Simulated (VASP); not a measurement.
C: single point with PBEsol+D3(BJ)

The system is C.

```
C
1.0
     1.22913    0.70964    3.28357
    -1.22913    0.70964    3.28357
     0.00000   -1.41928    3.28357
C
2
Cartesian
  0.0000 0.0200 1.5460
  0.0000 -0.0200 8.3047
```

This cell differs from its parent crystal: mode 4 frozen in at -0.095 Å and mode 6 at +0.020 Å (largest displacements).

```json
{
 "Program": "VASP 6.6.1",
 "Task": "single point",
 "Functional": "PBEsol",
 "Dispersion": "D3(BJ)",
 "Potentials or basis": "VASP PAW PBE potentials, release 64 (C)",
 "Cutoff": "520 eV",
 "k mesh": "15 × 15 × 15",
 "Occupations": "gaussian, width 0.05 eV",
 "Spin": "no spin polarisation"
}
```

```
Pressure                   : -1.1 GPa
Largest force              : 3.657 eV/Å
Band gap on the k mesh     : 0.45 eV, direct
Dispersion energy per atom : -0.113 eV
```

Forces on the atoms (eV/Å):
```
C    0.000 -1.961  3.086
C    0.000  1.961 -3.086
```

Stress tensor (GPa, compression positive):
```
 5.64  0.00  0.00
 0.00 -2.12  3.45
 0.00  3.45 -6.78
```

Levels at points of the mesh, in eV from the valence-band top:
```tsv
k point	band 1	band 2	band 3	band 4	band 5	band 6	band 7	band 8
(0.00, 0.00, 0.00)	-19.40	-6.11	-2.99	-1.81	3.59	7.82	9.36	12.28
```

Run time: 4.2 min on 1 thread of Intel(R) Xeon(R) Platinum 8259CL CPU @ 2.50GHz (Skylake/Cascade Lake), on a shared host, peak memory 0.27 GiB.

Caveat: the cell differs from its parent crystal (mode 4 frozen in at -0.095 Å and mode 6 at +0.020 Å (largest displacements)); the PAW data sets were made with another functional, which shifts forces and pressure a little. A k mesh can miss the band edges.
